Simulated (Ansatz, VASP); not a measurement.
**Two plane-wave programs on Ni**

```xyz
1
Lattice="-1.3783 1.3783 1.3783 1.3783 -1.3783 1.3783 1.3783 1.3783 -1.3783" Properties=species:S:1:pos:R:3 pbc="T T T"
Ni    0.0000    0.0000    0.0000
```

Alike in both runs: functional PBEsol; k mesh 15 × 15 × 15; occupations fermi-dirac, width 0.1 eV; collinear spin.

Ansatz relaxed the structure, and its values are those at the end. VASP's run is a single point on that final structure, the one shown.

```csv
,VASP,Ansatz
version,VASP 6.6.1,Ansatz 0.2.0
potentials or method,"VASP PAW PBE potentials, release 64 (Ni)","plane waves, PAW"
plane-wave cutoff (eV),600,420
valence electrons in the cell,10,18
```

VASP gave:

```
pressure (GPa)                                                : -0.2
net moment per atom (μB)                                      : 0.47
size of the moment on the site where the two differ most (μB) : 0.47
```

Problem. Estimate Ansatz's values.

Solution. Pressure (GPa): 0.0; net moment per atom (μB): 0.49; size of the moment on the site where the two differ most (μB): 0.51.

VASP's potentials were made for PBE, not for PBEsol. Site moments also hang on the region over which each program counts them. The functional is the same, so the differences come from potentials, cutoffs and numerics. VASP's potentials hold 10 valence electrons a cell and Ansatz's 18, so a difference there can come from the potentials and not from the codes.
